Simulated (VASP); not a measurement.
# Dy2Ti (P-4m2) in VASP: single point with PBE

Aim: the single point of Dy2Ti with PBE.

Everything below comes from runs of VASP 6.6.1. Logs are shortened: lines on timing, memory, paths and dates and some standing lists are left out, and cuts for length are marked.

## (1) The cell of the first run

Symmetry: P-4m2, No. 115, tetragonal system. Conventional cell: a = 5.228 Å, b = 5.228 Å, c = 3.244 Å, α = 90.00°, β = 90.00°, γ = 90.00°. Within 3.9 Å of Dy (site symmetry 2mm) lie 4 Ti at 2.96 to 3.21 Å and 6 Dy at 3.24 to 3.73 Å. Ti (site symmetry -4m2) has 8 Dy at 2.96 to 3.21 Å and 2 Ti at 3.24 Å within 3.9 Å.

The cell was generated, and may not be a known phase.

## (2) Single point, PBE

Input file INCAR:

```
SYSTEM = Dy2Ti
ALGO = Normal
EDIFF = 1E-6
ENCUT = 500
GGA = PE
GGA_COMPAT = .FALSE.
ISIF = 2
ISMEAR = 0
LASPH = .TRUE.
LCHARG = .FALSE.
LMAXMIX = 6
LREAL = .FALSE.
LWAVE = .FALSE.
NBANDS = 22
NELM = 200
PREC = Accurate
SIGMA = 0.2
```

Input file KPOINTS:

```
k-points
0
G
  5 5 5
  0 0 0
```

Input file POSCAR:

```
Dy2Ti
1.0
    5.2284625819      0.0000000000      0.0000000000
    0.0000000000      5.2284625819      0.0000000000
    0.0000000000      0.0000000000      3.2437100666
Dy Ti
2 1
Direct
    0.5000000000      0.0000000000      0.5723491979
    0.0000000000      0.5000000000      0.4276508021
    0.0000000000      0.0000000000      0.0000000000
```

Potentials or basis: VASP PAW PBE potentials, release 64 (Dy_3, Ti_sv), 4f in core.

Run with:

```
$ cat potpaw_PBE.64/Dy_3/POTCAR potpaw_PBE.64/Ti_sv/POTCAR > POTCAR
$ mpirun -np 1 vasp_std > vasp.out
```

OUTCAR:

```text
SYSTEM = Dy2Ti
   EDIFF = 1E-6
   ENCUT = 500
   GGA = PE
   ISIF = 2
   ISMEAR = 0
   LASPH = .TRUE.
   LREAL = .FALSE.
   NELM = 200
   PREC = Accurate

 ion  position               nearest neighbor table
   1  0.500  0.000  0.572-   3 2.96   3 2.96   3 3.21   3 3.21   2 3.73   2 3.73   2 3.73   2 3.73

   2  0.000  0.500  0.428-   3 2.96   3 2.96   3 3.21   3 3.21   1 3.73   1 3.73   1 3.73   1 3.73

   3  0.000  0.000  0.000-   1 2.96   2 2.96   2 2.96   1 2.96   1 3.21   2 3.21   1 3.21   2 3.21

  LATTYP: Found a simple tetragonal cell.
 ALAT       =     5.2284625819
 C/A-ratio  =     0.6203946219

  Lattice vectors:

 A1 = (   5.2284625819,   0.0000000000,   0.0000000000)
 A2 = (   0.0000000000,   5.2284625819,   0.0000000000)
 A3 = (   0.0000000000,   0.0000000000,   3.2437100666)

Analysis of symmetry for initial positions (statically):
=====================================================================
 Subroutine PRICEL returns:
 Original cell was already a primitive cell.

 Routine SETGRP: Setting up the symmetry group for a
 simple tetragonal supercell.

 Subroutine GETGRP returns: Found  8 space group operations
 (whereof  8 operations were pure point group operations)
 out of a pool of 16 trial point group operations.

The static configuration has the point symmetry D_2d.

Analysis of symmetry for dynamics (positions and initial velocities):
=====================================================================
 Subroutine PRICEL returns:
 Original cell was already a primitive cell.

 Routine SETGRP: Setting up the symmetry group for a
 simple tetragonal supercell.

 Subroutine GETGRP returns: Found  8 space group operations
 (whereof  8 operations were pure point group operations)
 out of a pool of 16 trial point group operations.

The dynamic configuration has the point symmetry D_2d.

 Subroutine INISYM returns: Found  8 space group operations
 (whereof  8 operations are pure point group operations),
 and found     1 'primitive' translations

----------------------------------------------------------------------------------------

                                     Primitive cell

  volume of cell :      88.6727

  direct lattice vectors                    reciprocal lattice vectors
     5.228462582  0.000000000  0.000000000     0.191260812  0.000000000  0.000000000
     0.000000000  5.228462582  0.000000000     0.000000000  0.191260812  0.000000000
     0.000000000  0.000000000  3.243710067     0.000000000  0.000000000  0.308288959

  length of vectors
     5.228462582  5.228462582  3.243710067     0.191260812  0.191260812  0.308288959

  position of ions in fractional coordinates (direct lattice)
     0.500000000  0.000000000  0.572349198
     0.000000000  0.500000000  0.427650802
     0.000000000  0.000000000  0.000000000

  ion indices of the primitive-cell ions
   primitive index   ion index
                 1           1
                 2           2
                 3           3

----------------------------------------------------------------------------------------

 KPOINTS: k-points

Automatic generation of k-mesh.
 Grid dimensions read from file:
 generate k-points for:    5    5    5

 Generating k-lattice:

  Cartesian coordinates                     Fractional coordinates (reciprocal lattice)
     0.038252162  0.000000000  0.000000000     0.200000000  0.000000000  0.000000000
     0.000000000  0.038252162  0.000000000     0.000000000  0.200000000  0.000000000
     0.000000000  0.000000000  0.061657792     0.000000000  0.000000000  0.200000000

  Length of vectors
     0.038252162  0.038252162  0.061657792

  Shift w.r.t. Gamma in fractional coordinates (k-lattice)
     0.000000000  0.000000000  0.000000000

 Subroutine IBZKPT returns following result:
 ===========================================

 Found     18 irreducible k-points:

 Following reciprocal coordinates:
            Coordinates               Weight
  0.000000  0.000000  0.000000      1.000000
  0.200000  0.000000  0.000000      4.000000
  0.400000  0.000000  0.000000      4.000000
  0.200000  0.200000  0.000000      4.000000
  0.400000  0.200000  0.000000      8.000000
  0.400000  0.400000  0.000000      4.000000
[... 10 lines left out ...]
  0.400000  0.200000  0.400000     16.000000
  0.400000  0.400000  0.400000      8.000000
   k-points           NKPTS =     18   k-points in BZ     NKDIM =     18   number of bands    NBANDS=     22
   number of dos      NEDOS =    301   number of ions     NIONS =      3
   total plane-waves  NPLWV =  38400
   dimension x,y,z NGX =    40 NGY =   40 NGZ =   24
   dimension x,y,z NGXF=    80 NGYF=   80 NGZF=   48
   ions per type =               2   1
   NGX,Y,Z   is equivalent  to a cutoff of  12.72, 12.72, 12.30 a.u.
   NGXF,Y,Z  is equivalent  to a cutoff of  25.44, 25.44, 24.60 a.u.
 SYSTEM =  Dy2Ti
   PREC   = accura    normal or accurate (medium, high low for compatibility)
   ISTART =      0    job   : 0-new  1-cont  2-samecut
   ICHARG =      2    charge: 1-file 2-atom 10-const
   ISPIN  =      1    spin polarized calculation?
   LNONCOLLINEAR =      F non collinear calculations
   LSORBIT =      F    spin-orbit coupling
   LASPH  =      T    aspherical Exc in radial PAW
   ENCUT  =  500.0 eV  36.75 Ry    6.06 a.u.   9.53  9.53  5.91*2*pi/ulx,y,z
   NELM   =    200;   NELMIN=  2; NELMDL= -5     # of ELM steps
   EDIFF  = 0.1E-05   stopping-criterion for ELM
   LREAL  =      F    real-space projection
   EDIFFG = 0.1E-04   stopping-criterion for IOM
   NSW    =      0    number of steps for IOM
   IBRION =     -1    ionic relax: 0-MD 1-quasi-New 2-CG
   NFREE  =      0    steps in history (QN), initial steepest desc. (CG)
   ISIF   =      2    stress and relaxation
   ISYM   =      2    0-nonsym 1-usesym 2-fastsym
   POTIM  = 0.5000    time-step for ionic-motion
   TEBEG  =    0.0;   TEEND  =   0.0 temperature during run
   PSTRESS=    0.0 pullay stress
   NELECT =      30.0000    total number of electrons
   NUPDOWN=      -1.0000    fix difference up-down
   EMIN   =  10.00;   EMAX   =-10.00  energy-range for DOS
   EFERMI =   0.00;   METHOD = LEGACY
   ISMEAR =     0;   SIGMA  =   0.20  broadening in eV -4-tet -1-fermi 0-gaus
   EFERMI_NEDOS =   21; number of points for ismear=-14 and -15
   IALGO  =     38    algorithm
   IMIX   =      4    mixing-type and parameters
     AMIX     =   0.40;   BMIX     =  1.00
     AMIX_MAG =   1.60;   BMIX_MAG =  1.00
  volume/ion in A,a.u.               =      29.56       199.46
  Fermi-wavevector in a.u.,A,eV,Ry     =   1.140736  2.155679 17.704978  1.301279
  Thomas-Fermi vector in A             =   2.277438
   LORBIT       =      0    0 simple, 1 ext, 2 COOP (PROOUT), +10 PAW based schemes
   GGA     = PE    functional components
   LHFCALC =     F    Hartree Fock is set to
   AEXX    =    0.0000 exact exchange contribution
   IVDW    =     0    specifies the selected vdW correction
   LEPSILON=     F    determine dielectric tensor
   LRPA    =     F    only Hartree local field effects (RPA)
 non-spin polarized calculation
 Gauss-broadening in eV      SIGMA  =   0.20
  energy-cutoff  :      500.00
  volume of cell :       88.67
 maximum number of plane-waves:      2272
 NGX is ok and might be reduce to    40
   NGX = 19   NGY = 19   NGZ = 11

 number of electron      29.9999999 magnetization

 Free energy of the ion-electron system (eV)
  ---------------------------------------------------
  ext. energy  EPLUGINS =         0.00000000
  ---------------------------------------------------
  free energy    TOTEN  =       -15.54938187 eV

  energy without entropy =      -15.48254299  energy(sigma->0) =      -15.51596243

 E-fermi :   3.4557     XC(G=0):  -9.6649

 val. band max:        3.4205833421   @ k =   0.4000   0.0000   0.0000
 cond. band min:       3.4597246396   @ k =   0.4000   0.4000   0.0000
 fundamental gap:      0.0391412975
 Fermi energy:         3.4557485561

 k-point     1 :       0.0000    0.0000    0.0000
  band No.  band energies     occupation
      1     -53.2880      2.00000
      2     -29.5749      2.00000
      3     -29.5749      2.00000
      4     -29.4718      2.00000
      5     -19.8321      2.00000
      6     -19.8321      2.00000
[... 14 lines left out ...]
     21       5.5133      0.00000
     22       6.6664      0.00000

 k-point     2 :       0.2000    0.0000    0.0000
  band No.  band energies     occupation
      1     -53.2881      2.00000
      2     -29.5748      2.00000
      3     -29.5721      2.00000
      4     -29.4718      2.00000
      5     -19.8200      2.00000
      6     -19.8163      2.00000
[... 14 lines left out ...]
     21       5.4508      0.00000
     22       6.7585      0.00000

 k-point     3 :       0.4000    0.0000    0.0000
  band No.  band energies     occupation
      1     -53.2882      2.00000
      2     -29.5747      2.00000
      3     -29.5676      2.00000
      4     -29.4717      2.00000
      5     -19.7888      2.00000
      6     -19.7828      2.00000
[... 14 lines left out ...]
     21       5.4245      0.00000
     22       6.2316      0.00000

 k-point     4 :       0.2000    0.2000    0.0000
  band No.  band energies     occupation
      1     -53.2882      2.00000
      2     -29.5721      2.00000
      3     -29.5721      2.00000
      4     -29.4717      2.00000
      5     -19.8508      2.00000
      6     -19.7643      2.00000
[... 14 lines left out ...]
     21       5.3234      0.00000
     22       6.8185      0.00000

 k-point     5 :       0.4000    0.2000    0.0000
  band No.  band energies     occupation
      1     -53.2883      2.00000
      2     -29.5720      2.00000
      3     -29.5676      2.00000
      4     -29.4717      2.00000
      5     -19.8536      2.00000
      6     -19.7494      2.00000
[... 267 lines left out ...]
 k-point    16 :       0.2000    0.2000    0.4000
  band No.  band energies     occupation
      1     -53.2787      2.00000
      2     -29.5865      2.00000
      3     -29.5578      2.00000
      4     -29.5577      2.00000
      5     -20.0548      2.00000
      6     -20.0213      2.00000
[... 14 lines left out ...]
     21       5.8862      0.00000
     22       6.1604      0.00000

 k-point    17 :       0.4000    0.2000    0.4000
  band No.  band energies     occupation
      1     -53.2787      2.00000
      2     -29.5883      2.00000
      3     -29.5583      2.00000
      4     -29.5577      2.00000
      5     -20.0419      2.00000
      6     -20.0273      2.00000
[... 14 lines left out ...]
     21       6.2267      0.00000
     22       6.4884      0.00000

 k-point    18 :       0.4000    0.4000    0.4000
  band No.  band energies     occupation
      1     -53.2786      2.00000
      2     -29.5901      2.00000
      3     -29.5583      2.00000
      4     -29.5583      2.00000
      5     -20.0324      2.00000
      6     -20.0275      2.00000
[... 14 lines left out ...]
     21       6.2406      0.00000
     22       6.3441      0.00000

------------------------ aborting loop because EDIFF is reached ----------------------------------------

  FORCE on cell =-STRESS in cart. coord.  units (eV):
  Direction    XX          YY          ZZ          XY          YZ          ZX
  --------------------------------------------------------------------------------------
  -------------------------------------------------------------------------------------
  Total       -0.1134516     -0.1134516      0.0848529      0.0000000      0.0000000      0.0000000
  in kB       -2.0498932     -2.0498932      1.5331588      0.0000000      0.0000000      0.0000000
  external PRESSURE =      -0.8555425 kB  Pullay stress =       0.0000000 kB

 VOLUME and BASIS-vectors are now :
 -----------------------------------------------------------------------------
  energy-cutoff  :      500.00
  volume of cell :       88.67
      direct lattice vectors                 reciprocal lattice vectors
     5.228462582  0.000000000  0.000000000     0.191260812  0.000000000  0.000000000
     0.000000000  5.228462582  0.000000000     0.000000000  0.191260812  0.000000000
     0.000000000  0.000000000  3.243710067     0.000000000  0.000000000  0.308288959

 POSITION                                       TOTAL-FORCE (eV/Angst)
 -----------------------------------------------------------------------------------
      2.61423      0.00000      1.85653         0.000000      0.000000     -0.019842
      0.00000      2.61423      1.38718         0.000000     -0.000000      0.019842
      0.00000      0.00000      0.00000         0.000000     -0.000000      0.000000
 -----------------------------------------------------------------------------------
    total drift:                               -0.000000     -0.000000      0.000000

  FREE ENERGIE OF THE ION-ELECTRON SYSTEM (eV)
  ---------------------------------------------------
  free  energy   TOTEN  =       -15.5493818742 eV

  energy  without entropy=      -15.4825429899  energy(sigma->0) =      -15.51596243
```

Wall time 63 s (1 thread of Intel Xeon 8259CL, shared host); peak memory 0.2 GiB.

Results:

```
Free energy            : -15.5494 eV
Pressure               : -0.1 GPa
Largest force          : 0.020 eV/Å
Band gap on the k mesh : zero (bands 15 and 16 overlap by 0.55 eV)
```

Forces in eV/Å, atoms in the order of the input:
```
Dy   0.000  0.000 -0.020
Dy   0.000  0.000  0.020
Ti   0.000  0.000  0.000
```

Caveat: the k points lie up to 0.39 Å⁻¹ apart, too coarse for converged energies and pressures of a metal; spin-orbit coupling is left out, which moves the levels of the heavy elements; the 4f electrons are frozen in the core, so they carry no moment and show no levels. Spin polarisation is off, so any magnetic state and its effect on volume and gap are missing.

The gap in the log of VASP goes by the Fermi energy; the results here count the filled bands.